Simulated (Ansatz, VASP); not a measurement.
# SnSe: VASP beside Ansatz

File INCAR:

```
SYSTEM = SnSe
  ALGO = Normal
  EDIFF = 1E-6
  ENCUT = 500
  GGA_COMPAT = .False.
  ISIF = 2
  ISMEAR = 0
  LASPH = .True.
  LCHARG = .False.
  LREAL = .False.
  LWAVE = .False.
  NBANDS = 28
  NELM = 120
  PREC = Accurate
  SIGMA = 0.05
```

Contents of KPOINTS:

```
k-points
0
Gamma
  6 6 4
  0 0 0
```

The input POSCAR:

```
SnSe
1.0
    4.2946464113      0.0000000000      0.0000000000
    0.0000000000      4.0851514645      0.0000000000
    0.0000000000      0.0000000000     10.9796229414
Sn Se
2 2
Direct
    0.5000000000      0.0000000000      0.3781633338
    0.0000000000      0.5000000000      0.6218366662
    0.5000000000      0.0000000000      0.6217782129
    0.0000000000      0.5000000000      0.3782217871
```

Input for Ansatz:

```yaml
crystal:
  lattice:
    - [4.2946464113, 0.0, 0.0]
    - [0.0, 4.0851514645, 0.0]
    - [0.0, 0.0, 10.9796229414]
  atoms:
    - { symbol: Sn, position: [0.5, 0.0, 0.3781633338] }
    - { symbol: Sn, position: [0.0, 0.5, 0.6218366662] }
    - { symbol: Se, position: [0.5, 0.0, 0.6217782129] }
    - { symbol: Se, position: [0.0, 0.5, 0.3782217871] }
basis:
  ecutwfc: 420
kpoints:
  mp_grid: { grid: [6, 6, 4] }
hamiltonian:
  xc: lda
scf:
  occupations: { method: gaussian, width: 0.05 }
output:
  forces: true
  stress: true
  eigenvalues: true
```

Change from the starting cell: strain +0.0250 x Voigt [1, -1, 0, 0, 0, 0], atoms carried along.

Alike in both runs: task single point; functional LDA; k mesh 6 × 6 × 4; occupations gaussian, width 0.05 eV; no spin polarisation.

|  | VASP | Ansatz |
| --- | --- | --- |
| version | VASP 6.6.1 | Ansatz 0.2.0 |
| potentials or method | VASP PAW LDA potentials, release 64 (Sn_d, Se), cutoff 500 eV | scalar-relativistic, plane waves, PAW |
| valence electrons in the cell | 40 | 60 |

```tsv
	VASP	Ansatz	Ansatz less VASP
gap on the k mesh at the Fermi level (eV)	1.17	1.17	+0.006
least direct gap on the mesh (eV)	1.44	1.45	+0.015
rms of the force components (eV/Å)	0.010	0.003	-0.0066
```

LDA's correlation is that of Perdew and Zunger in VASP and of Perdew and Wang (1992) in Ansatz. Atom by atom the forces differ by 0.014 eV/Å (rms over components). VASP's potentials hold 40 valence electrons a cell and Ansatz's 60, so a difference there can come from the potentials and not from the codes.
